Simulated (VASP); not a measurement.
# Ta: electric field gradients with PBEsol

Crystal: Ta.

```
Ta
1.0
    -1.70082    1.70082    1.65128
     1.70082   -1.70082    1.65128
     1.70082    1.70082   -1.65128
Ta
1
Cartesian
  0.0000 0.0000 0.0000
```

This cell differs from its parent crystal: equal xx and yy strain of +3 %.

| Item | Value |
| --- | --- |
| Program | VASP 6.6.1 |
| Task | electric field gradients |
| Functional | PBEsol |
| Potentials or basis | VASP PAW PBE potentials, release 64 (Ta_pv) |
| Cutoff | 520 eV |
| k mesh | 17 × 17 × 17 |
| Occupations | fermi-dirac, width 0.08 eV |
| Spin | no spin polarisation |
| Dipole correction | no |
| Further INCAR settings | ALGO = Normal; EDIFF = 1e-08; NBANDS = 12 |

| Property | Result |
| --- | --- |
| Pressure | -13.9 GPa |
| Band gap on the k mesh | zero (an odd number of electrons rules out a gap without spin polarisation) |
| Largest electric field gradient by atom | Ta -16.5 V/Å² |

Stress tensor (GPa, compression positive):
```
-14.64   0.00   0.00
  0.00 -14.64   0.00
  0.00   0.00 -12.27
```

Levels at points of the mesh, in eV from the Fermi level:
```csv
k point,band 1,band 2,band 3,band 4,band 5,band 6,band 7,band 8,band 9,band 10
"(0.00, 0.00, 0.00)",-33.28,-33.28,-33.27,-7.71,0.48,0.83,0.83,3.51,4.00,14.59
```

Electric field gradients, principal values (V/Å²):
```
atom  least  middle  greatest (by size)
1 Ta  8.244   8.244             -16.488
```

It took 45 s on 1 thread of AMD EPYC 9R45 96-Core Processor (Zen 5), on a shared host, peak memory 0.18 GiB.

Caveat: the cell differs from its parent crystal (equal xx and yy strain of +3 %); the cell stands under tension; without QUAD_EFG the Cq values of the log hold for a quadrupole moment of 1 mb, not for the nuclei; the PAW data sets were made with another functional, which shifts forces and pressure a little; spin-orbit coupling is left out, which moves the levels of the heavy elements.
